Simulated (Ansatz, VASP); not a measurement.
**Zn: VASP beside Ansatz**

The input INCAR:

```
SYSTEM = Zn
PREC     = Accurate       ! precision mode
ENCUT    = 600            ! plane-wave cutoff, eV
EDIFF    = 1E-7           ! SCF threshold, eV
ISMEAR   = -1             ! smearing method
SIGMA    = 0.1            ! smearing width, eV
LREAL    = .False.        ! projectors in reciprocal space
LASPH    = .True.         ! aspherical terms in the spheres
NELM     = 60             ! most SCF steps
ALGO     = Normal         ! electronic algorithm
ISIF     = 3              ! what is computed and relaxed
LWAVE    = .False.        ! write WAVECAR
LCHARG   = .False.        ! write CHGCAR
GGA      = B5             ! functional
ALDAX    = 1.0          
AGGAX    = 1.0          
AGGAC    = 1.0          
ALDAC    = 0.0          
IBRION   = 2              ! ionic algorithm
NSW      = 80             ! ionic steps
EDIFFG   = -0.01          ! ionic threshold
```

KPOINTS

```
Automatic mesh
0
Gamma
  10 10 10
  0 0 0
```

File POSCAR:

```
Zn
1.0
    0.0000000000      2.7383746181      2.7383746181
    2.7383746181      0.0000000000      2.7383746181
    2.7383746181      2.7383746181      0.0000000000
Zn
2
Direct
    0.1250000000      0.1250000000      0.1250000000
    0.8750000000      0.8750000000      0.8750000000
```

Input for Ansatz:

```yaml
crystal:
  lattice:
    - [0.0, 2.7383746181, 2.7383746181]
    - [2.7383746181, 0.0, 2.7383746181]
    - [2.7383746181, 2.7383746181, 0.0]
  atoms:
    - { symbol: Zn, position: [0.125, 0.125, 0.125] }
    - { symbol: Zn, position: [0.875, 0.875, 0.875] }
hamiltonian:
  xc: blyp
  pseudopotentials:
    kind: paw
    azcp:
      Zn: "pseudopotentials/Zn.paw.azcp"
basis:
  ecutwfc: 420
  fft_grid_basis: typed
kpoints:
  mp_grid: { grid: [10, 10, 10], shift: [0, 0, 0] }
magnetization:
  spin_polarized: false
scf:
  occupations: { method: fermi_dirac, width: 0.1 }
relax:
  max_steps: 60
  f_tol: 0.01
  cell: {}
output:
  write_density: true
  write_potential: true
  elf: true
  volumetric_format: npy
```

Alike in both runs: task relaxation of cell and atoms; functional BLYP; k mesh 10 × 10 × 10; occupations fermi-dirac, width 0.1 eV; no spin polarisation.

```csv
,VASP,Ansatz
version,VASP 6.6.1,Ansatz 0.2.0
potentials or method,"VASP PAW PBE potentials, release 64 (Zn), cutoff 600 eV","plane waves (420 eV) with PAW, scalar-relativistic"
valence electrons in the cell,24,24
```

|  | VASP | Ansatz | Ansatz less VASP |
| --- | --- | --- | --- |
| relaxed volume (Å³/atom) | 27.96 | 27.77 | -0.190 |
| relaxed cell length with the largest relative difference (Å) | 4.292 | 4.283 | -0.0097 |

VASP's potentials were made for PBE, not for BLYP.

Noted on VASP's run: the volume moved by over 15 % at a fixed basis, so the end points are rough.
